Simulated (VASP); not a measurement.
# Ti6H in VASP: notebook, part 2 of 2

VASP 6.6.1. Earlier steps stand in the parts before.

### 4 Single point, PBE

INCAR

```
  PREC = Accurate
  ENCUT = 520
  EDIFF = 1E-6
  ISMEAR = 0
  SIGMA = 0.1
  LREAL = F
  LASPH = T
  NELM = 60
  ALGO = Normal
  ISIF = 2
  LWAVE = F
  LCHARG = T
  LDIPOL = T
  IDIPOL = 3
  DIPOL = 0.5 0.5 0.321
  GGA = PE
  LELF = T
  LVHAR = T
  LVACPOTAV = T
  NBANDS = 86
```

KPOINTS

```
Automatic mesh
0
Gamma
  5 6 1
```

POSCAR

```
Ti6H
1.0
    5.6639455763      0.0000000000      0.0000000000
    0.0000000000      4.5793473381      0.0000000000
    0.0000000000      0.0000000000     24.5506933039
Ti H
12 2
Direct
    0.2500000000      0.0000000000      0.1629281891
    0.7500000000      0.0000000000      0.1629281891
    0.0000000000      0.5000000000      0.2167736627
    0.5000000000      0.5000000000      0.2167736627
    0.2500000000      0.0000000000      0.2706191363
    0.7500000000      0.0000000000      0.2706191363
    0.2500000000      0.5000000000      0.3256599435
    0.7500000000      0.5000000000      0.3256599435
    0.0000000000      0.0000000000      0.3779650127
    0.5000000000      0.0000000000      0.3779650127
    0.2500000000      0.5000000000      0.4297513383
    0.7500000000      0.5000000000      0.4297513383
   -0.1319751382      0.0000000000      0.4611150147
    0.1319751382      0.0000000000      0.4611150147
```

Potentials or basis: VASP PAW PBE potentials, release 64 (Ti_sv, H).

Started as:

```
> cat potpaw_PBE.64/Ti_sv/POTCAR potpaw_PBE.64/H/POTCAR > POTCAR
> mpirun -np 1 vasp_std > vasp.out
```

OUTCAR:

```text
PREC = Accurate
   ENCUT = 520
   EDIFF = 1E-6
   ISMEAR = 0
   LREAL = F
   LASPH = T
   NELM = 60
   ISIF = 2
   GGA = PE

 ion  position               nearest neighbor table
   1  0.250  0.000  0.163-   5 2.64   2 2.83   2 2.83
   2  0.750  0.000  0.163-   6 2.64   1 2.83   1 2.83
   3  0.000  0.500  0.217-   4 2.83   4 2.83
   4  0.500  0.500  0.217-   3 2.83   3 2.83
   5  0.250  0.000  0.271-   1 2.64   7 2.66   7 2.66   6 2.83   6 2.83
   6  0.750  0.000  0.271-   2 2.64   8 2.66   8 2.66   5 2.83   5 2.83
   7  0.250  0.500  0.326-  11 2.56   5 2.66   5 2.66   8 2.83   8 2.83
   8  0.750  0.500  0.326-  12 2.56   6 2.66   6 2.66   7 2.83   7 2.83
   9  0.000  0.000  0.378-  10 2.83  10 2.83
  10  0.500  0.000  0.378-   9 2.83   9 2.83
  11  0.250  0.500  0.430-   7 2.56  12 2.83  12 2.83
  12  0.750  0.500  0.430-   8 2.56  11 2.83  11 2.83
  13  0.868  0.000  0.461-
  14  0.132  0.000  0.461-

  LATTYP: Found a simple orthorhombic cell.
 ALAT       =     4.5793473381
 B/A-ratio  =     1.2368455935
 C/A-ratio  =     5.3611773668

  Lattice vectors:

 A1 = (   0.0000000000,  -4.5793473381,   0.0000000000)
 A2 = (   5.6639455763,   0.0000000000,   0.0000000000)
 A3 = (   0.0000000000,   0.0000000000,  24.5506933039)

Analysis of symmetry for initial positions (statically):
=====================================================================
 Subroutine PRICEL returns:
 Original cell was already a primitive cell.

 Routine SETGRP: Setting up the symmetry group for a
 simple orthorhombic supercell.

 Subroutine GETGRP returns: Found  4 space group operations
 (whereof  4 operations were pure point group operations)
 out of a pool of  8 trial point group operations.

The static configuration has the point symmetry C_2v.

Analysis of symmetry for dynamics (positions and initial velocities):
=====================================================================
 Subroutine PRICEL returns:
 Original cell was already a primitive cell.

 Routine SETGRP: Setting up the symmetry group for a
 simple orthorhombic supercell.

 Subroutine GETGRP returns: Found  4 space group operations
 (whereof  4 operations were pure point group operations)
 out of a pool of  8 trial point group operations.

The dynamic configuration has the point symmetry C_2v.

 Subroutine INISYM returns: Found  4 space group operations
 (whereof  4 operations are pure point group operations),
 and found     1 'primitive' translations

----------------------------------------------------------------------------------------

                                     Primitive cell

  volume of cell :     636.7756

  direct lattice vectors                    reciprocal lattice vectors
     5.663945576  0.000000000  0.000000000     0.176555369  0.000000000  0.000000000
     0.000000000  4.579347338  0.000000000     0.000000000  0.218371730  0.000000000
     0.000000000  0.000000000 24.550693304     0.000000000  0.000000000  0.040732047

  length of vectors
     5.663945576  4.579347338 24.550693304     0.176555369  0.218371730  0.040732047

  position of ions in fractional coordinates (direct lattice)
     0.250000000  0.000000000  0.162928189
     0.750000000  0.000000000  0.162928189
     0.000000000  0.500000000  0.216773663
[... 79 lines left out ...]
   ISTART =      0    job   : 0-new  1-cont  2-samecut
   ICHARG =      2    charge: 1-file 2-atom 10-const
   ISPIN  =      1    spin polarized calculation?
   LNONCOLLINEAR =      F non collinear calculations
   LSORBIT =      F    spin-orbit coupling
   LASPH  =      T    aspherical Exc in radial PAW
   ENCUT  =  520.0 eV  38.22 Ry    6.18 a.u.  10.53  8.51 45.65*2*pi/ulx,y,z
   NELM   =     60;   NELMIN=  2; NELMDL= -5     # of ELM steps
   EDIFF  = 0.1E-05   stopping-criterion for ELM
   LREAL  =      F    real-space projection
   EDIFFG = 0.1E-04   stopping-criterion for IOM
   NSW    =      0    number of steps for IOM
   IBRION =     -1    ionic relax: 0-MD 1-quasi-New 2-CG
   NFREE  =      0    steps in history (QN), initial steepest desc. (CG)
   ISIF   =      2    stress and relaxation
   ISYM   =      2    0-nonsym 1-usesym 2-fastsym
   POTIM  = 0.5000    time-step for ionic-motion
   TEBEG  =    0.0;   TEEND  =   0.0 temperature during run
   PSTRESS=    0.0 pullay stress
   NELECT =     146.0000    total number of electrons
   NUPDOWN=      -1.0000    fix difference up-down
   EMIN   =  10.00;   EMAX   =-10.00  energy-range for DOS
   EFERMI =   0.00;   METHOD = LEGACY
   ISMEAR =     0;   SIGMA  =   0.10  broadening in eV -4-tet -1-fermi 0-gaus
   EFERMI_NEDOS =   21; number of points for ismear=-14 and -15
   IALGO  =     38    algorithm
   IMIX   =      4    mixing-type and parameters
     AMIX     =   0.40;   BMIX     =  1.00
     AMIX_MAG =   1.60;   BMIX_MAG =  1.00
  volume/ion in A,a.u.               =      45.48       306.94
  Fermi-wavevector in a.u.,A,eV,Ry     =   1.001991  1.893488 13.660047  1.003985
  Thomas-Fermi vector in A             =   2.134449
   LORBIT       =      0    0 simple, 1 ext, 2 COOP (PROOUT), +10 PAW based schemes
   GGA     = PE    functional components
   LHFCALC =     F    Hartree Fock is set to
   AEXX    =    0.0000 exact exchange contribution
   IVDW    =     0    specifies the selected vdW correction
   LEPSILON=     F    determine dielectric tensor
   LRPA    =     F    only Hartree local field effects (RPA)
 non-spin polarized calculation
 Gauss-broadening in eV      SIGMA  =   0.10
  energy-cutoff  :      520.00
  volume of cell :      636.78
 maximum number of plane-waves:     17211
 NGX is ok and might be reduce to    42
   NGX = 21   NGY = 17   NGZ = 91

 dipolmoment           0.000000      0.000000      0.011201 electrons x Angstroem

 number of electron     146.0000059 magnetization

 dipolmoment           0.000000      0.000000     -0.020561 electrons x Angstroem

 Free energy of the ion-electron system (eV)
  ---------------------------------------------------
  ext. energy  EPLUGINS =         0.00000000
  ---------------------------------------------------
  free energy    TOTEN  =       -93.66784067 eV

  energy without entropy =      -93.55400010  energy(sigma->0) =      -93.61092039

 E-fermi :   0.5968     XC(G=0):  -4.7304

 val. band max:        0.5961922237   @ k =   0.4000   0.5000   0.0000
 cond. band min:       0.5990408032   @ k =   0.4000   0.0000   0.0000
 fundamental gap:      0.0028485795
 Fermi energy:         0.5968191085

 k-point     1 :       0.0000    0.0000    0.0000
  band No.  band energies     occupation
      1     -56.3625      2.00000
      2     -56.3578      2.00000
      3     -56.2994      2.00000
      4     -56.2961      2.00000
      5     -56.2459      2.00000
      6     -56.2339      2.00000
[... 1045 lines left out ...]
     84       1.1729      0.00000
     85       1.1881      0.00000
 [bands above 85 left out]

------------------------ aborting loop because EDIFF is reached ----------------------------------------

  FORCE on cell =-STRESS in cart. coord.  units (eV):
  Direction    XX          YY          ZZ          XY          YZ          ZX
  --------------------------------------------------------------------------------------
  -------------------------------------------------------------------------------------
  Total       -4.9080586    -12.7838726     -6.8374786      0.0000000      0.0000000      0.0000000
  in kB      -12.3490600    -32.1652254    -17.2036319      0.0000000      0.0000000      0.0000000
  external PRESSURE =     -20.5726391 kB  Pullay stress =       0.0000000 kB

 VOLUME and BASIS-vectors are now :
 -----------------------------------------------------------------------------
  energy-cutoff  :      520.00
  volume of cell :      636.78
      direct lattice vectors                 reciprocal lattice vectors
     5.663945576  0.000000000  0.000000000     0.176555369  0.000000000  0.000000000
     0.000000000  4.579347338  0.000000000     0.000000000  0.218371730  0.000000000
     0.000000000  0.000000000 24.550693304     0.000000000  0.000000000  0.040732047

 POSITION                                       TOTAL-FORCE (eV/Angst)
 -----------------------------------------------------------------------------------
      1.41599      0.00000      4.00000        -0.008878     -0.000000      0.449971
      4.24796      0.00000      4.00000         0.008878     -0.000000      0.449971
      0.00000      2.28967      5.32194         0.000000     -0.000000     -0.027178
      2.83197      2.28967      5.32194         0.000000     -0.000000     -0.055264
      1.41599      0.00000      6.64389         0.036355     -0.000000     -0.407038
      4.24796      0.00000      6.64389        -0.036355     -0.000000     -0.407038
      1.41599      2.28967      7.99518        -0.014394     -0.000000      0.035407
      4.24796      2.28967      7.99518         0.014394     -0.000000      0.035407
      0.00000      0.00000      9.27930         0.000000     -0.000000      1.664107
      2.83197      0.00000      9.27930         0.000000     -0.000000      0.302264
      1.41599      2.28967     10.55069         0.093872      0.000000      0.135945
      4.24796      2.28967     10.55069        -0.093872     -0.000000      0.135945
      4.91645      0.00000     11.32069        -0.450711     -0.000000     -1.156250
      0.74750      0.00000     11.32069         0.450711     -0.000000     -1.156250
 -----------------------------------------------------------------------------------
    total drift:                                0.000000      0.000000     -0.000108

  FREE ENERGIE OF THE ION-ELECTRON SYSTEM (eV)
  ---------------------------------------------------
  free  energy   TOTEN  =       -93.6678406686 eV

  energy  without entropy=      -93.5540001016  energy(sigma->0) =      -93.61092039

 vacuum level on the upper side and lower side of the slab         3.871         4.014
```

It took 73 min on 1 thread of Intel Xeon 8259CL, shared host; peak memory 0.9 GiB.

Results:

- Free energy: -93.6678 eV
- Largest force: 1.664 eV/Å
- Band gap on the k mesh: zero (bands 73 and 74 overlap by 0.15 eV)

Forces on the atoms (eV/Å):
```
Ti  -0.009  0.000  0.450
Ti   0.009  0.000  0.450
Ti   0.000  0.000 -0.027
Ti   0.000  0.000 -0.055
Ti   0.036  0.000 -0.407
Ti  -0.036  0.000 -0.407
Ti  -0.014  0.000  0.035
Ti   0.014  0.000  0.035
Ti   0.000  0.000  1.664
Ti   0.000  0.000  0.302
Ti   0.094  0.000  0.136
Ti  -0.094  0.000  0.136
H   -0.451  0.000 -1.156
H    0.451  0.000 -1.156
```

### 5 Single point, PBE

INCAR

```
PREC = Accurate
ENCUT = 520
EDIFF = 1E-6
ISMEAR = 0
SIGMA = 0.1
LREAL = F
LASPH = T
NELM = 100
ALGO = Normal
ISIF = 2
LWAVE = F
LCHARG = T
LDIPOL = T
IDIPOL = 3
DIPOL = 0.5 0.5 0.323
GGA = PE
LELF = T
LVHAR = T
LVACPOTAV = T
NBANDS = 86
```

KPOINTS

```
regular mesh
0
Gamma
  5 6 1
```

Edit POSCAR of step 4 so:

```diff
@@ -20,3 +20,3 @@
     0.7500000000      0.5000000000      0.4297513383
-   -0.1319751382      0.0000000000      0.4611150147
-    0.1319751382      0.0000000000      0.4611150147
+   -0.1973006246      0.0000000000      0.4741492698
+    0.1973006246      0.0000000000      0.4741492698
```

Started as:

```
> cat potpaw_PBE.64/Ti_sv/POTCAR potpaw_PBE.64/H/POTCAR > POTCAR
> mpirun -np 1 vasp_std > vasp.out
```

It took 41 min on 1 thread of Intel Xeon Platinum 8488C (Sapphire Rapids), shared host; peak memory 0.87 GiB.

Results (log left out):

| Quantity | Value |
| --- | --- |
| Free energy | -93.1076 eV |
| Largest force | 1.504 eV/Å |
| Band gap on the k mesh | zero (bands 73 and 74 overlap by 0.20 eV) |

Forces in eV/Å, atoms in the order of the input:
```
Ti  -0.005  0.000  0.476
Ti   0.005  0.000  0.476
Ti   0.000  0.000 -0.084
Ti   0.000  0.000 -0.094
Ti   0.006  0.000 -0.387
Ti  -0.006  0.000 -0.387
Ti  -0.008  0.000  0.099
Ti   0.008  0.000  0.099
Ti   0.000  0.000  1.155
Ti   0.000  0.000  0.324
Ti  -0.049  0.000  0.635
Ti   0.049  0.000  0.635
H   -0.299  0.000 -1.474
H    0.299  0.000 -1.474
```

Levels at points of the mesh, in eV from the Fermi level:
```
           k point  band 70  band 71  band 72  band 73  band 74  band 75  band 76  band 77
(0.00, 0.00, 0.00)    -0.52    -0.32    -0.11    -0.05     0.04     0.07     0.27     0.29
(0.00, 0.50, 0.00)    -0.27    -0.26    -0.17    -0.10     0.07     0.24     0.28     0.33
```

### 6 Summary

| cell | gap on the mesh (eV) | largest force (eV/Å) |
| --- | --- | --- |
| as given, atomic positions A | none | 0.81 |
| as given, atomic positions B | none | 5.25 |
| as given, atomic positions C | none | 1.66 |
| as given, atomic positions D | none | 1.50 |

Alike in all rows: task single point; level PBE; potentials or basis VASP PAW PBE potentials, release 64 (Ti_sv, H); no spin polarisation; k mesh 5 × 6 × 1; cutoff (eV) 520; smearing gaussian 0.1 eV.

Absolute energies hang on the potentials; compare differences alone.

The gap in the log of VASP goes by the Fermi energy; the results here count the filled bands.